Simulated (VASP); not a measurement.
# LiY3 (Fm-3m) in VASP: settings compared, part 2 of 2

VASP 6.6.1.

## 6. Single point, PBEsol

INCAR reads:

```
  PREC = Accurate
  ENCUT = 520
  EDIFF = 1E-6
  ISMEAR = -1
  SIGMA = 0.005
  LREAL = F
  LASPH = T
  NELM = 100
  ALGO = Fast
  ISIF = 2
  LWAVE = F
  LCHARG = F
  GGA = PS
  NBANDS = 26
```

KPOINTS reads:

```
regular mesh
0
Gamma
  5 5 5
```

POSCAR reads:

```
LiY3
1.0
    0.0000000000      3.8998520000      3.8998520000
    3.8998520000      0.0000000000      3.8998520000
    3.8998520000      3.8998520000      0.0000000000
Y Li
3 1
Direct
    0.5000000000      0.5000000000      0.5000000000
    0.7500000000      0.7500000000      0.7500000000
    0.2500000000      0.2500000000      0.2500000000
    0.0000000000      0.0000000000      0.0000000000
```

Potentials or basis: VASP PAW PBE potentials, release 64 (Y_sv, Li_sv).

On the command line:

```bash
> cat potpaw_PBE.64/Y_sv/POTCAR potpaw_PBE.64/Li_sv/POTCAR > POTCAR
> mpirun -np 1 vasp_std > vasp.out
```

OUTCAR:

```text
PREC = Accurate
   ENCUT = 520
   EDIFF = 1E-6
   ISMEAR = -1
   LREAL = F
   LASPH = T
   NELM = 100
   ISIF = 2
   GGA = PS

 ion  position               nearest neighbor table
   1  0.500  0.500  0.500-   2 3.38   3 3.38   3 3.38   3 3.38   3 3.38   2 3.38   2 3.38   2 3.38

   2  0.750  0.750  0.750-   1 3.38   4 3.38   1 3.38   1 3.38   1 3.38   4 3.38   4 3.38   4 3.38
                             3 3.90   3 3.90   3 3.90   3 3.90   3 3.90   3 3.90
   3  0.250  0.250  0.250-   1 3.38   4 3.38   4 3.38   4 3.38   4 3.38   1 3.38   1 3.38   1 3.38
                             2 3.90   2 3.90   2 3.90   2 3.90   2 3.90   2 3.90
   4  0.000  0.000  0.000-   2 3.38   3 3.38   2 3.38   2 3.38   2 3.38   3 3.38   3 3.38   3 3.38

  LATTYP: Found a face centered cubic cell.
 ALAT       =     7.7997040000

  Lattice vectors:

 A1 = (   0.0000000000,   3.8998520000,   3.8998520000)
 A2 = (   3.8998520000,   0.0000000000,   3.8998520000)
 A3 = (   3.8998520000,   3.8998520000,   0.0000000000)

Analysis of symmetry for initial positions (statically):
=====================================================================
 Subroutine PRICEL returns:
 Original cell was already a primitive cell.

 Routine SETGRP: Setting up the symmetry group for a
 face centered cubic supercell.

 Subroutine GETGRP returns: Found 48 space group operations
 (whereof 48 operations were pure point group operations)
 out of a pool of 48 trial point group operations.

The static configuration has the point symmetry O_h .

Analysis of symmetry for dynamics (positions and initial velocities):
=====================================================================
 Subroutine PRICEL returns:
 Original cell was already a primitive cell.

 Routine SETGRP: Setting up the symmetry group for a
 face centered cubic supercell.

 Subroutine GETGRP returns: Found 48 space group operations
 (whereof 48 operations were pure point group operations)
 out of a pool of 48 trial point group operations.

The dynamic configuration has the point symmetry O_h .

 Subroutine INISYM returns: Found 48 space group operations
 (whereof 48 operations are pure point group operations),
 and found     1 'primitive' translations

----------------------------------------------------------------------------------------

                                     Primitive cell

  volume of cell :     118.6245

  direct lattice vectors                    reciprocal lattice vectors
     0.000000000  3.899852000  3.899852000    -0.128209994  0.128209994  0.128209994
     3.899852000  0.000000000  3.899852000     0.128209994 -0.128209994  0.128209994
     3.899852000  3.899852000  0.000000000     0.128209994  0.128209994 -0.128209994

  length of vectors
     5.515223590  5.515223590  5.515223590     0.222066223  0.222066223  0.222066223

  position of ions in fractional coordinates (direct lattice)
     0.500000000  0.500000000  0.500000000
     0.750000000  0.750000000  0.750000000
     0.250000000  0.250000000  0.250000000
     0.000000000  0.000000000  0.000000000

  ion indices of the primitive-cell ions
   primitive index   ion index
                 1           1
                 2           2
                 3           3
                 4           4

----------------------------------------------------------------------------------------
[... 29 lines left out ...]
  0.400000  0.000000  0.000000      8.000000
  0.200000  0.200000  0.000000      6.000000
  0.400000  0.200000  0.000000     24.000000
 -0.400000  0.200000  0.000000     24.000000
 -0.200000  0.200000  0.000000     12.000000
  0.400000  0.400000  0.000000      6.000000
 -0.400000  0.400000  0.000000     12.000000
 -0.400000  0.400000  0.200000     24.000000
   k-points           NKPTS =     10   k-points in BZ     NKDIM =     10   number of bands    NBANDS=     26
   number of dos      NEDOS =    301   number of ions     NIONS =      4
   total plane-waves  NPLWV =  74088
   dimension x,y,z NGX =    42 NGY =   42 NGZ =   42
   dimension x,y,z NGXF=    84 NGYF=   84 NGZF=   84
   ions per type =               3   1
   NGX,Y,Z   is equivalent  to a cutoff of  12.66, 12.66, 12.66 a.u.
   NGXF,Y,Z  is equivalent  to a cutoff of  25.32, 25.32, 25.32 a.u.
 SYSTEM =  unknown system
   PREC   = accura    normal or accurate (medium, high low for compatibility)
   ISTART =      0    job   : 0-new  1-cont  2-samecut
   ICHARG =      2    charge: 1-file 2-atom 10-const
   ISPIN  =      1    spin polarized calculation?
   LNONCOLLINEAR =      F non collinear calculations
   LSORBIT =      F    spin-orbit coupling
   LASPH  =      T    aspherical Exc in radial PAW
   ENCUT  =  520.0 eV  38.22 Ry    6.18 a.u.  10.25 10.25 10.25*2*pi/ulx,y,z
   NELM   =    100;   NELMIN=  2; NELMDL= -5     # of ELM steps
   EDIFF  = 0.1E-05   stopping-criterion for ELM
   LREAL  =      F    real-space projection
   EDIFFG = 0.1E-04   stopping-criterion for IOM
   NSW    =      0    number of steps for IOM
   IBRION =     -1    ionic relax: 0-MD 1-quasi-New 2-CG
   NFREE  =      0    steps in history (QN), initial steepest desc. (CG)
   ISIF   =      2    stress and relaxation
   ISYM   =      2    0-nonsym 1-usesym 2-fastsym
   POTIM  = 0.5000    time-step for ionic-motion
   TEBEG  =    0.0;   TEEND  =   0.0 temperature during run
   PSTRESS=    0.0 pullay stress
   NELECT =      36.0000    total number of electrons
   NUPDOWN=      -1.0000    fix difference up-down
   EMIN   =  10.00;   EMAX   =-10.00  energy-range for DOS
   EFERMI =   0.00;   METHOD = LEGACY
   ISMEAR =    -1;   SIGMA  =   0.01  broadening in eV -4-tet -1-fermi 0-gaus
   EFERMI_NEDOS =   21; number of points for ismear=-14 and -15
   IALGO  =     68    algorithm
   IMIX   =      4    mixing-type and parameters
     AMIX     =   0.40;   BMIX     =  1.00
     AMIX_MAG =   1.60;   BMIX_MAG =  1.00
  volume/ion in A,a.u.               =      29.66       200.13
  Fermi-wavevector in a.u.,A,eV,Ry     =   1.100147  2.078977 16.467462  1.210324
  Thomas-Fermi vector in A             =   2.236554
   LORBIT       =      0    0 simple, 1 ext, 2 COOP (PROOUT), +10 PAW based schemes
   GGA     = PS    functional components
   LHFCALC =     F    Hartree Fock is set to
   AEXX    =    0.0000 exact exchange contribution
   IVDW    =     0    specifies the selected vdW correction
   LEPSILON=     F    determine dielectric tensor
   LRPA    =     F    only Hartree local field effects (RPA)
 non-spin polarized calculation
 RMM-DIIS sequential band-by-band and
  energy-cutoff  :      520.00
  volume of cell :      118.62
 maximum number of plane-waves:      3218
 NGX is ok and might be reduce to    42
   NGX = 21   NGY = 21   NGZ = 21

 number of electron      36.0000009 magnetization

 Free energy of the ion-electron system (eV)
  ---------------------------------------------------
  ext. energy  EPLUGINS =         0.00000000
  ---------------------------------------------------
  free energy    TOTEN  =       -21.63362678 eV

  energy without entropy =      -21.63282328  energy(sigma->0) =      -21.63322503

 E-fermi :   2.4244     XC(G=0):  -9.1223

 val. band max:        2.4174623017   @ k =   0.4000   0.0000   0.0000
 cond. band min:       2.6571109302   @ k =   0.4000   0.2000   0.0000
 fundamental gap:      0.2396486284
 Fermi energy:         2.4243630345

 k-point     1 :       0.0000    0.0000    0.0000
  band No.  band energies     occupation
      1     -42.4596      2.00000
      2     -40.3624      2.00000
      3     -40.3178      2.00000
      4     -40.1689      2.00000
      5     -20.4393      2.00000
      6     -20.4393      2.00000
[... 279 lines left out ...]
     25       5.0669      0.00000
     26       5.5270      0.00000

------------------------ aborting loop because EDIFF is reached ----------------------------------------

  FORCE on cell =-STRESS in cart. coord.  units (eV):
  Direction    XX          YY          ZZ          XY          YZ          ZX
  --------------------------------------------------------------------------------------
  -------------------------------------------------------------------------------------
  Total       -1.2371141     -1.2371141     -1.2371141     -0.0000000     -0.0000000     -0.0000000
  in kB      -16.7088267    -16.7088267    -16.7088267     -0.0000000     -0.0000000     -0.0000000
  external PRESSURE =     -16.7088267 kB  Pullay stress =       0.0000000 kB

 VOLUME and BASIS-vectors are now :
 -----------------------------------------------------------------------------
  energy-cutoff  :      520.00
  volume of cell :      118.62
      direct lattice vectors                 reciprocal lattice vectors
     0.000000000  3.899852000  3.899852000    -0.128209994  0.128209994  0.128209994
     3.899852000  0.000000000  3.899852000     0.128209994 -0.128209994  0.128209994
     3.899852000  3.899852000  0.000000000     0.128209994  0.128209994 -0.128209994

 POSITION                                       TOTAL-FORCE (eV/Angst)
 -----------------------------------------------------------------------------------
      3.89985      3.89985      3.89985        -0.000000     -0.000000     -0.000000
      5.84978      5.84978      5.84978        -0.000000      0.000000     -0.000000
      1.94993      1.94993      1.94993         0.000000     -0.000000      0.000000
      0.00000      0.00000      0.00000        -0.000000     -0.000000     -0.000000
 -----------------------------------------------------------------------------------
    total drift:                               -0.000000     -0.000000      0.000000

  FREE ENERGIE OF THE ION-ELECTRON SYSTEM (eV)
  ---------------------------------------------------
  free  energy   TOTEN  =       -21.6336267841 eV

  energy  without entropy=      -21.6328232787  energy(sigma->0) =      -21.63322503
```

stdout:

```text
POSCAR found type information on POSCAR Y Li
 POSCAR found :  2 types and       4 ions
 scaLAPACK will be used
 -----------------------------------------------------------------------------
|                                                                             |
|                                                                             |
|     You enforced a specific xc type in the INCAR file but a different       |
|     I HOPE YOU KNOW WHAT YOU ARE DOING!                                     |
|                                                                             |
 -----------------------------------------------------------------------------

 LDA part: xc-table for (Slater+PW92), standard interpolation
 POSCAR, INCAR and KPOINTS ok, starting setup
 FFT: planning ... GRIDC
 FFT: planning ... GRID_SOFT
 FFT: planning ... GRID
 WAVECAR not read
 entering main loop
WARNING in EDDRMM: call to ZHEGV failed, returncode =   8  4     25
WARNING in EDDRMM: call to ZHEGV failed, returncode =   8  4     21
```

Wall time 3.5 min (1 thread of Intel Xeon Platinum 8488C (Sapphire Rapids), shared host); peak memory 0.28 GiB.

Results:

- Free energy: -21.6336 eV
- Band gap on the k mesh: zero (band 18 reaches 2.68 eV, above the bottom of band 19 at 2.12 eV)

Caveat: the cutoff is under 1.25 times the usual one of these potentials, so pressure, stress and relaxed cells hold a basis-set (Pulay) error; the PAW data sets were made with another functional, which shifts forces and pressure a little.

## 7. The runs side by side

| level | k mesh | smearing | gap on the mesh (eV) |
| --- | --- | --- | --- |
| PBE | 6 × 6 × 6 | fermi-dirac 0.05 eV | none |
| PBEsol | 5 × 5 × 5 | fermi-dirac 0.05 eV | none |
| PBEsol | 5 × 5 × 5 | fermi-dirac 0.025 eV | none |
| PBEsol | 5 × 5 × 5 | fermi-dirac 0.01 eV | none |
| PBEsol | 5 × 5 × 5 | fermi-dirac 0.005 eV | none |

Alike in all rows: task single point; potentials or basis VASP PAW PBE potentials, release 64 (Y_sv, Li_sv); no spin polarisation; cell as given; cutoff (eV) 520.

Every run on the cell as given and a fine mesh finds a metal.

Caveats: the cutoff is under 1.25 times the usual one of these potentials, so pressure, stress and relaxed cells hold a basis-set (Pulay) error; the PAW data sets were made with another functional, which shifts forces and pressure a little (some runs).

Total energies depend on the potentials used, so only differences within one code and one set of settings carry meaning.
